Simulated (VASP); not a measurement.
# Ca (Fm-3m) in VASP: a series of runs

Ca is run at these levels: LDA; tasks: single point, relaxation of volume and atoms at fixed shape.

All numbers are computed with VASP 6.6.1; they aren't measurements. Logs are shortened: lines on timing, memory, paths and dates and some standing lists are left out, and cuts for length are marked.

**1. The cell of the first run**

It takes space group Fm-3m (No. 225, cubic). Conventional cell: a = 5.340 Å, b = 5.340 Å, c = 5.340 Å, α = 90.00°, β = 90.00°, γ = 90.00°. Ca (site symmetry m-3m) has 12 Ca at 3.78 Å within 5.0 Å.

**2. Single point, LDA**

Input file INCAR:

```
SYSTEM = Ca
PREC = Accurate
ENCUT = 520
EDIFF = 1E-6
ISMEAR = -1
SIGMA = 0.05
LREAL = .FALSE.
LASPH = .TRUE.
NELM = 100
ALGO = Normal
ISIF = 2
LWAVE = .FALSE.
LCHARG = .TRUE.
LELF = .TRUE.
LVHAR = .TRUE.
NBANDS = 11
```

Input file KPOINTS:

```
regular mesh
0
G
  14 14 14
  0 0 0
```

Input file POSCAR:

```
Ca
1.0
    0.0000000000      2.6697922247      2.6697922247
    2.6697922247      0.0000000000      2.6697922247
    2.6697922247      2.6697922247      0.0000000000
Ca
1
Direct
    0.0000000000      0.0000000000      0.0000000000
```

Potentials or basis: VASP PAW LDA potentials, release 64 (Ca_sv).

Run with:

```bash
cat potpaw_LDA.64/Ca_sv/POTCAR > POTCAR
mpirun -np 1 vasp_std > vasp.out
```

OUTCAR:

```text
SYSTEM = Ca
   PREC = Accurate
   ENCUT = 520
   EDIFF = 1E-6
   ISMEAR = -1
   LREAL = .FALSE.
   LASPH = .TRUE.
   NELM = 100
   ISIF = 2

 ion  position               nearest neighbor table
   1  0.000  0.000  0.000-

  LATTYP: Found a face centered cubic cell.
 ALAT       =     5.3395844494

  Lattice vectors:

 A1 = (   0.0000000000,   2.6697922247,   2.6697922247)
 A2 = (   2.6697922247,   0.0000000000,   2.6697922247)
 A3 = (   2.6697922247,   2.6697922247,   0.0000000000)

Analysis of symmetry for initial positions (statically):
=====================================================================
 Subroutine PRICEL returns:
 Original cell was already a primitive cell.

 Routine SETGRP: Setting up the symmetry group for a
 face centered cubic supercell.

 Subroutine GETGRP returns: Found 48 space group operations
 (whereof 48 operations were pure point group operations)
 out of a pool of 48 trial point group operations.

The static configuration has the point symmetry O_h .

Analysis of symmetry for dynamics (positions and initial velocities):
=====================================================================
 Subroutine PRICEL returns:
 Original cell was already a primitive cell.

 Routine SETGRP: Setting up the symmetry group for a
 face centered cubic supercell.

 Subroutine GETGRP returns: Found 48 space group operations
 (whereof 48 operations were pure point group operations)
 out of a pool of 48 trial point group operations.

The dynamic configuration has the point symmetry O_h .

 Subroutine INISYM returns: Found 48 space group operations
 (whereof 48 operations are pure point group operations),
 and found     1 'primitive' translations

----------------------------------------------------------------------------------------

                                     Primitive cell

  volume of cell :      38.0594

  direct lattice vectors                    reciprocal lattice vectors
     0.000000000  2.669792225  2.669792225    -0.187280491  0.187280491  0.187280491
     2.669792225  0.000000000  2.669792225     0.187280491 -0.187280491  0.187280491
     2.669792225  2.669792225  0.000000000     0.187280491  0.187280491 -0.187280491

  length of vectors
     3.775656373  3.775656373  3.775656373     0.324379327  0.324379327  0.324379327

  position of ions in fractional coordinates (direct lattice)
     0.000000000  0.000000000  0.000000000

  ion indices of the primitive-cell ions
   primitive index   ion index
                 1           1

----------------------------------------------------------------------------------------

 KPOINTS: regular mesh

Automatic generation of k-mesh.
 Grid dimensions read from file:
 generate k-points for:   14   14   14

 Generating k-lattice:

  Cartesian coordinates                     Fractional coordinates (reciprocal lattice)
    -0.013377178  0.013377178  0.013377178     0.071428571  0.000000000  0.000000000
     0.013377178 -0.013377178  0.013377178     0.000000000  0.071428571  0.000000000
     0.013377178  0.013377178 -0.013377178     0.000000000  0.000000000  0.071428571

  Length of vectors
     0.023169952  0.023169952  0.023169952

  Shift w.r.t. Gamma in fractional coordinates (k-lattice)
     0.000000000  0.000000000  0.000000000

 Subroutine IBZKPT returns following result:
 ===========================================

 Found    104 irreducible k-points:

 Following reciprocal coordinates:
            Coordinates               Weight
  0.000000  0.000000  0.000000      1.000000
  0.071429  0.000000  0.000000      8.000000
  0.142857  0.000000  0.000000      8.000000
  0.214286  0.000000  0.000000      8.000000
  0.285714  0.000000  0.000000      8.000000
  0.357143  0.000000  0.000000      8.000000
[... 16 lines left out ...]
  0.214286  0.142857  0.000000     24.000000
  0.285714  0.142857  0.000000     24.000000
 [... further k-points ...]
   k-points           NKPTS =    104   k-points in BZ     NKDIM =    104   number of bands    NBANDS=     11
   number of dos      NEDOS =    301   number of ions     NIONS =      1
   total plane-waves  NPLWV =  21952
   dimension x,y,z NGX =    28 NGY =   28 NGZ =   28
   dimension x,y,z NGXF=    56 NGYF=   56 NGZF=   56
   ions per type =               1
   NGX,Y,Z   is equivalent  to a cutoff of  12.33, 12.33, 12.33 a.u.
   NGXF,Y,Z  is equivalent  to a cutoff of  24.66, 24.66, 24.66 a.u.
 SYSTEM =  Ca
   PREC   = accura    normal or accurate (medium, high low for compatibility)
   ISTART =      0    job   : 0-new  1-cont  2-samecut
   ICHARG =      2    charge: 1-file 2-atom 10-const
   ISPIN  =      1    spin polarized calculation?
   LNONCOLLINEAR =      F non collinear calculations
   LSORBIT =      F    spin-orbit coupling
   LASPH  =      T    aspherical Exc in radial PAW
   ENCUT  =  520.0 eV  38.22 Ry    6.18 a.u.   7.02  7.02  7.02*2*pi/ulx,y,z
   NELM   =    100;   NELMIN=  2; NELMDL= -5     # of ELM steps
   EDIFF  = 0.1E-05   stopping-criterion for ELM
   LREAL  =      F    real-space projection
   EDIFFG = 0.1E-04   stopping-criterion for IOM
   NSW    =      0    number of steps for IOM
   IBRION =     -1    ionic relax: 0-MD 1-quasi-New 2-CG
   NFREE  =      0    steps in history (QN), initial steepest desc. (CG)
   ISIF   =      2    stress and relaxation
   ISYM   =      2    0-nonsym 1-usesym 2-fastsym
   POTIM  = 0.5000    time-step for ionic-motion
   TEBEG  =    0.0;   TEEND  =   0.0 temperature during run
   PSTRESS=    0.0 pullay stress
   NELECT =      10.0000    total number of electrons
   NUPDOWN=      -1.0000    fix difference up-down
   EMIN   =  10.00;   EMAX   =-10.00  energy-range for DOS
   EFERMI =   0.00;   METHOD = LEGACY
   ISMEAR =    -1;   SIGMA  =   0.05  broadening in eV -4-tet -1-fermi 0-gaus
   EFERMI_NEDOS =   21; number of points for ismear=-14 and -15
   IALGO  =     38    algorithm
   IMIX   =      4    mixing-type and parameters
     AMIX     =   0.40;   BMIX     =  1.00
     AMIX_MAG =   1.60;   BMIX_MAG =  1.00
  volume/ion in A,a.u.               =      38.06       256.84
  Fermi-wavevector in a.u.,A,eV,Ry     =   1.048546  1.981464 14.958900  1.099448
  Thomas-Fermi vector in A             =   2.183472
   LORBIT       =      0    0 simple, 1 ext, 2 COOP (PROOUT), +10 PAW based schemes
   GGA     = CA    functional components
   LHFCALC =     F    Hartree Fock is set to
   AEXX    =    0.0000 exact exchange contribution
   IVDW    =     0    specifies the selected vdW correction
   LEPSILON=     F    determine dielectric tensor
   LRPA    =     F    only Hartree local field effects (RPA)
 non-spin polarized calculation
  energy-cutoff  :      520.00
  volume of cell :       38.06
 maximum number of plane-waves:      1039
   NGX = 13   NGY = 13   NGZ = 13

 number of electron      10.0000003 magnetization

 Free energy of the ion-electron system (eV)
  ---------------------------------------------------
  ext. energy  EPLUGINS =         0.00000000
  ---------------------------------------------------
  free energy    TOTEN  =        -2.21119286 eV

  energy without entropy =       -2.20054365  energy(sigma->0) =       -2.20586825

 E-fermi :   2.2144     XC(G=0):  -8.3047

 val. band max:        2.2131728138   @ k =  -0.3571   0.3571   0.0714
 cond. band min:       2.2364440077   @ k =   0.5000   0.0714   0.0000
 fundamental gap:      0.0232711939
 Fermi energy:         2.2143868593

 k-point     1 :       0.0000    0.0000    0.0000
  band No.  band energies     occupation
      1     -39.1253      2.00000
      2     -20.3157      2.00000
      3     -20.3157      2.00000
      4     -20.3157      2.00000
      5      -1.9956      2.00000
      6       4.5510      0.00000
      7       4.5510      0.00000
      8       4.5510      0.00000
      9       5.7564      0.00000
     10       5.7564      0.00000
     11      11.8632      0.00000

 k-point     2 :       0.0714    0.0000    0.0000
  band No.  band energies     occupation
      1     -39.1241      2.00000
      2     -20.3264      2.00000
      3     -20.3171      2.00000
      4     -20.3171      2.00000
      5      -1.8996      2.00000
      6       4.4496      0.00000
      7       4.5891      0.00000
      8       4.5891      0.00000
      9       5.7230      0.00000
     10       5.7230      0.00000
     11      11.9970      0.00000

 k-point     3 :       0.1429    0.0000    0.0000
  band No.  band energies     occupation
      1     -39.1208      2.00000
      2     -20.3561      2.00000
      3     -20.3211      2.00000
      4     -20.3211      2.00000
      5      -1.6173      2.00000
      6       4.1787      0.00000
      7       4.6761      0.00000
      8       4.6761      0.00000
      9       5.6626      0.00000
     10       5.6626      0.00000
     11      11.9884      0.00000

 k-point     4 :       0.2143    0.0000    0.0000
  band No.  band energies     occupation
      1     -39.1161      2.00000
      2     -20.3986      2.00000
      3     -20.3268      2.00000
      4     -20.3268      2.00000
      5      -1.1668      2.00000
      6       3.8066      0.00000
      7       4.7235      0.00000
      8       4.7235      0.00000
      9       5.6898      0.00000
     10       5.6898      0.00000
     11      10.8477      0.00000
[... 239 lines left out ...]
 k-point    22 :       0.1429    0.1429    0.0000
  band No.  band energies     occupation
      1     -39.1193      2.00000
      2     -20.3549      2.00000
      3     -20.3301      2.00000
      4     -20.3301      2.00000
      5      -1.4931      2.00000
      6       4.0768      0.00000
      7       4.7681      0.00000
      8       4.7681      0.00000
      9       5.2565      0.00000
     10       5.8907      0.00000
     11      12.5152      0.00000

 k-point    23 :       0.2143    0.1429    0.0000
  band No.  band energies     occupation
      1     -39.1158      2.00000
      2     -20.3825      2.00000
      3     -20.3372      2.00000
      4     -20.3355      2.00000
      5      -1.1626      2.00000
      6       3.8317      0.00000
      7       4.7803      0.00000
      8       4.8747      0.00000
      9       5.1525      0.00000
     10       5.9598      0.00000
     11      11.8738      0.00000

 k-point    24 :       0.2857    0.1429    0.0000
  band No.  band energies     occupation
      1     -39.1112      2.00000
      2     -20.4206      2.00000
      3     -20.3443      2.00000
      4     -20.3421      2.00000
      5      -0.6769      2.00000
      6       3.5286      0.00000
      7       4.5318      0.00000
      8       4.9153      0.00000
      9       5.4012      0.00000
     10       6.0979      0.00000
     11      10.6279      0.00000

 [... further k-points ...]
[... 5 lines left out ...]
  --------------------------------------------------------------------------------------
  -------------------------------------------------------------------------------------
  Total       -0.0073562     -0.0073562     -0.0073562      0.0000000      0.0000000      0.0000000
  in kB       -0.3096732     -0.3096732     -0.3096732      0.0000000      0.0000000      0.0000000
  external PRESSURE =      -0.3096732 kB  Pullay stress =       0.0000000 kB

 VOLUME and BASIS-vectors are now :
 -----------------------------------------------------------------------------
  energy-cutoff  :      520.00
  volume of cell :       38.06
      direct lattice vectors                 reciprocal lattice vectors
     0.000000000  2.669792225  2.669792225    -0.187280491  0.187280491  0.187280491
     2.669792225  0.000000000  2.669792225     0.187280491 -0.187280491  0.187280491
     2.669792225  2.669792225  0.000000000     0.187280491  0.187280491 -0.187280491

 POSITION                                       TOTAL-FORCE (eV/Angst)
 -----------------------------------------------------------------------------------
      0.00000      0.00000      0.00000         0.000000      0.000000      0.000000
 -----------------------------------------------------------------------------------
    total drift:                               -0.000000      0.000000      0.000000

  FREE ENERGIE OF THE ION-ELECTRON SYSTEM (eV)
  ---------------------------------------------------
  free  energy   TOTEN  =        -2.2111928608 eV

  energy  without entropy=       -2.2005436465  energy(sigma->0) =       -2.20586825
```

It took 23 s on 1 thread of Oxide Virtual Turin-like, shared host; peak memory 0.13 GiB.

What came out:

```
Free energy            : -2.2112 eV
Pressure               : 0.0 GPa
Band gap on the k mesh : zero (band 5 reaches 2.29 eV, above the bottom of band 6 at 2.19 eV)
```

**3. Relaxation of volume and atoms at fixed shape, LDA**

This run uses another cell than the first one, of 43.63 Å³/atom, 1.146 times its volume.

Input file INCAR:

```
ALGO = Normal
EDIFF = 1E-6
EDIFFG = -0.01
ENCUT = 600
GGA = CA
IBRION = 2
ISIF = 8
ISMEAR = -1
LASPH = T
LCHARG = F
LREAL = F
LWAVE = F
NELM = 80
NSW = 80
PREC = Accurate
SIGMA = 0.05
```

Input file KPOINTS:

```
k-points
0
Gamma
  14 14 14
```

Input file POSCAR:

```
Ca
1.0
    0.0000000000      2.7942000000      2.7942000000
    2.7942000000      0.0000000000      2.7942000000
    2.7942000000      2.7942000000      0.0000000000
Ca
1
Direct
    0.0000000000      0.0000000000      0.0000000000
```

Potentials or basis: VASP PAW LDA potentials, release 64 (Ca_sv).

Run with:

```bash
cat potpaw_LDA.64/Ca_sv/POTCAR > POTCAR
mpirun -np 1 vasp_std > vasp.out
```

OUTCAR:

```text
EDIFF = 1E-6
   EDIFFG = -0.01
   ENCUT = 600
   GGA = CA
   IBRION = 2
   ISIF = 8
   ISMEAR = -1
   LASPH = T
   LREAL = F
   NELM = 80
   NSW = 80
   PREC = Accurate

 ion  position               nearest neighbor table
   1  0.000  0.000  0.000-

  LATTYP: Found a face centered cubic cell.
 ALAT       =     5.5884000000

  Lattice vectors:

 A1 = (   0.0000000000,   2.7942000000,   2.7942000000)
 A2 = (   2.7942000000,   0.0000000000,   2.7942000000)
 A3 = (   2.7942000000,   2.7942000000,   0.0000000000)

Analysis of symmetry for initial positions (statically):
=====================================================================
 Subroutine PRICEL returns:
 Original cell was already a primitive cell.

 Routine SETGRP: Setting up the symmetry group for a
 face centered cubic supercell.
[... 279 lines left out ...]

 E-fermi :   2.2127     XC(G=0):  -8.3034

 val. band max:        2.2116091175   @ k =  -0.3571   0.3571   0.0714
 cond. band min:       2.2344546508   @ k =   0.5000   0.0714   0.0000
 fundamental gap:      0.0228455333
 Fermi energy:         2.2126642228

 k-point     1 :       0.0000    0.0000    0.0000
  band No.  band energies     occupation
      1     -39.1279      2.00000
      2     -20.3186      2.00000
      3     -20.3186      2.00000
      4     -20.3186      2.00000
      5      -1.9968      2.00000
      6       4.5487      0.00000
      7       4.5487      0.00000
      8       4.5487      0.00000
      9       5.7536      0.00000
[... 265 lines left out ...]
 k-point    24 :       0.2857    0.1429    0.0000
  band No.  band energies     occupation
      1     -39.1139      2.00000
      2     -20.4233      2.00000
      3     -20.3472      2.00000
      4     -20.3449      2.00000
      5      -0.6785      2.00000
      6       3.5268      0.00000
      7       4.5296      0.00000
      8       4.9129      0.00000
      9       5.3986      0.00000

 [... further k-points ...]
[... 5 lines left out ...]
  --------------------------------------------------------------------------------------
  -------------------------------------------------------------------------------------
  Total        0.0001483      0.0001483      0.0001483     -0.0000000      0.0000000     -0.0000000
  in kB        0.0062390      0.0062390      0.0062390     -0.0000000      0.0000000     -0.0000000
  external PRESSURE =       0.0062390 kB  Pullay stress =       0.0000000 kB
[... 16 lines left out ...]
  FREE ENERGIE OF THE ION-ELECTRON SYSTEM (eV)
  ---------------------------------------------------
  free  energy   TOTEN  =        -2.2115726666 eV

  energy  without entropy=       -2.2009199971  energy(sigma->0) =       -2.20624633

 reached required accuracy - stopping structural energy minimisation
```

OSZICAR:

```text
N       E                     dE             d eps       ncg     rms          rms(c)
DAV:   1     0.693862649171E+02    0.69386E+02   -0.55595E+03  1872   0.112E+03
DAV:   2    -0.747494249383E+00   -0.70134E+02   -0.69891E+02  1942   0.238E+02
[... 32 lines left out ...]
DAV:   1    -0.221227412875E+01   -0.72098E-03   -0.20573E-02  1981   0.174E+00    0.162E-01
DAV:   2    -0.221169149548E+01    0.58263E-03   -0.19592E-03  1963   0.555E-01    0.822E-02
DAV:   3    -0.221155361984E+01    0.13788E-03   -0.11063E-03  2617   0.301E-01    0.285E-02
DAV:   4    -0.221155794574E+01   -0.43259E-05   -0.58044E-05  2043   0.973E-02    0.132E-02
DAV:   5    -0.221157256351E+01   -0.14618E-04   -0.29850E-05  2864   0.306E-02    0.448E-03
DAV:   6    -0.221157266659E+01   -0.10308E-06   -0.51877E-07  1023   0.702E-03
   4 F= -.22115727E+01 E0= -.22062463E+01  d E =-.402178E-01
```

CONTCAR:

```text
Ca
   1.00000000000000
     0.0000000000000000    2.6701228810925528    2.6701228810925528
     2.6701228810925528    0.0000000000000000    2.6701228810925528
     2.6701228810925528    2.6701228810925528    0.0000000000000000
  Ca
     1
Direct
     1.0000000000000000    0.0000000000000000    0.0000000000000000

  0.00000000E+00  0.00000000E+00  0.00000000E+00
```

Run time: 83 s. Hardware: 1 thread of Oxide Virtual Turin-like, shared host; peak memory 0.17 GiB.

What came out:

```yaml
Free_energy: -2.2116 eV
Relaxed_volume: 38.07 Å³/atom
Relaxed_cell: a = 3.776 Å, b = 3.776 Å, c = 3.776 Å, α = 60.00°, β = 60.00°, γ = 60.00°
Space_group_after_relaxing_to_0.05_Å: Fm-3m (No. 225)
Energy_gained_by_relaxing: 40.2 meV/atom
Ionic_steps: 4
Pressure_after_relaxing: 0.0 GPa
Band_gap_on_the_k_mesh: zero (band 5 reaches 2.29 eV, above the bottom of band 6 at 2.18 eV)
```

Step by step:
| step | energy change (eV) | largest force (eV/Å) | pressure (GPa) | volume (Å³) |
| --- | --- | --- | --- | --- |
| 1 | 0.0000 | 0.0000 | -2.13 | 43.63 |
| 2 | -0.0344 | 0.0000 | -0.91 | 40.07 |
| 3 | -0.0402 | 0.0000 | -0.06 | 38.19 |
| 4 | -0.0402 | 0.0000 | 0.00 | 38.07 |

Final structure:
```yaml
crystal:
  lattice:
    - [0.00000, 2.67012, 2.67012]
    - [2.67012, 0.00000, 2.67012]
    - [2.67012, 2.67012, 0.00000]
  atoms:
    - { symbol: Ca, position: [0.00000, 0.00000, 0.00000] }
```

Caveat: the volume moved by -13 % from the deposited cell, more than functionals usually miss. LDA usually gives volumes a few per cent too small.
